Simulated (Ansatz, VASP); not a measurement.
**SiGe3Ru2 in VASP and in Ansatz**

File INCAR:

```
SYSTEM = SiGe3Ru2
PREC = Accurate ; ENCUT = 600
EDIFF = 1E-6 ; ISMEAR = 0
SIGMA = 0.1 ; LREAL = .FALSE.
LASPH = .TRUE. ; NELM = 100
ALGO = Normal ; ISIF = 3
LWAVE = .FALSE. ; LCHARG = .FALSE.
GGA = PE ; IBRION = 2
NSW = 90 ; EDIFFG = -0.04
```

File KPOINTS:

```
regular mesh
0
G
  4 4 4
  0 0 0
```

Contents of POSCAR:

```
SiGe3Ru2
1.0
    3.9829473400      0.0000000000      0.0000000000
    0.0000000000      3.9829473400      0.0000000000
    0.0000000000      0.0000000000      7.1992189800
Si Ge Ru
1 3 2
Direct
    0.0000000000      0.0000000000      0.0000000000
    0.5000000000      0.5000000000      0.7044227200
    0.5000000000      0.5000000000      0.2955772800
    0.5000000000      0.5000000000      0.0000000000
    0.0000000000      0.5000000000      0.5000000000
    0.5000000000      0.0000000000      0.5000000000
```

Input for Ansatz:

```yaml
crystal:
  lattice:
    - [3.98294734, 0.0, 0.0]
    - [0.0, 3.98294734, 0.0]
    - [0.0, 0.0, 7.19921898]
  atoms:
    - { symbol: Si, position: [0.0, 0.0, 0.0] }
    - { symbol: Ge, position: [0.5, 0.5, 0.70442272] }
    - { symbol: Ge, position: [0.5, 0.5, 0.29557728] }
    - { symbol: Ge, position: [0.5, 0.5, 0.0] }
    - { symbol: Ru, position: [0.0, 0.5, 0.5] }
    - { symbol: Ru, position: [0.5, 0.0, 0.5] }
basis:
  ecutwfc: 420
kpoints:
  mp_grid: { grid: [4, 4, 4] }
hamiltonian:
  xc: pbe
scf:
  occupations: { method: gaussian, width: 0.1 }
  lower_state_search: "off"
output:
  forces: true
  stress: true
  eigenvalues: true
relax:
  adjacent_minimum: "off"
  f_tol: 0.04
  max_steps: 70
  cell: { stress_tol: 0.4 }
```

Alike in both runs: task relaxation of cell and atoms; functional PBE; k mesh 4 × 4 × 4; occupations gaussian, width 0.1 eV; no spin polarisation.

|  | VASP | Ansatz |
| --- | --- | --- |
| version | VASP 6.6.1 | Ansatz 0.2.0 |
| potentials or method | VASP PAW PBE potentials, release 64 (Si, Ge_d, Ru_pv), cutoff 600 eV | scalar-relativistic, plane waves, PAW |
| valence electrons in the cell | 74 | 78 |

```csv
,VASP,Ansatz,Ansatz less VASP
"gap on the k mesh at the Fermi level, each at its own relaxed structure (eV)",none,none,-
relaxed volume (Å³/atom),19.72,19.82,+0.094
relaxed length of the cell vector where the two differ most in proportion (Å),9.118,9.164,+0.0458
```

A gap of «none» marks a metal or a gap that the smearing closes. VASP's potentials hold 74 valence electrons a cell and Ansatz's 78, so a difference there can come from the potentials and not from the codes.

The k mesh is coarse, so the values compare programs but aren't converged.
